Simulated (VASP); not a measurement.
Write the native input for VASP 6.6.1 that does the following.

```
Task                   : electric field gradients
Functional             : PBEsol
Potentials or basis    : VASP PAW PBE potentials, release 64 (Zn, Cu)
Cutoff                 : 520 eV
k mesh                 : 14 × 14 × 14
Occupations            : fermi-dirac, width 0.05 eV
Spin                   : no spin polarisation
Dipole correction      : no
Further INCAR settings : ALGO = Normal; EDIFF = 1e-08; NBANDS = 18
```

The structure of ZnCu lies in POSCAR:

```
ZnCu
1.0
    3.0027597620      0.0000000000      0.0000000000
    0.0000000000      3.0027597620      0.0000000000
    0.0000000000      0.0000000000      3.0027597620
Zn Cu
1 1
Direct
    0.5000000000      0.5000000000      0.5000000000
    0.0000000000      0.0000000000      0.0000000000
```

This cell differs from its parent crystal: volume scaled by 1.06.

One way to write it, as run:

INCAR

```
PREC     = Accurate       # precision mode
ENCUT    = 520            # plane-wave cutoff, eV
EDIFF    = 1E-8           # SCF threshold, eV
ISMEAR   = -1             # smearing method
SIGMA    = 0.05           # smearing width, eV
LREAL    = False          # projectors in reciprocal space
LASPH    = True           # aspherical terms in the spheres
NELM     = 100            # most SCF steps
ALGO     = Normal         # electronic algorithm
ISIF     = 2              # what is computed and relaxed
LWAVE    = False          # write WAVECAR
LCHARG   = False          # write CHGCAR
GGA      = PS             # functional
LEFG     = True         
NBANDS   = 18             # bands
```

KPOINTS

```
Automatic mesh
0
Gamma
  14 14 14
```

Potentials or basis: VASP PAW PBE potentials, release 64 (Zn, Cu).

Command:

```console
$ cat potpaw_PBE.64/Zn/POTCAR potpaw_PBE.64/Cu/POTCAR > POTCAR
$ mpirun -np 1 vasp_std > vasp.out
```

Results of the run:

| Item | Value |
| --- | --- |
| Pressure | -9.8 GPa |

Caveat: without QUAD_EFG the Cq values of the log hold for a quadrupole moment of 1 mb, not for the nuclei; the PAW data sets were made with another functional, which shifts forces and pressure a little.

It took 37 s on 1 thread of Intel Xeon 6975P-C, with other jobs on the host, peak memory 0.18 GiB.
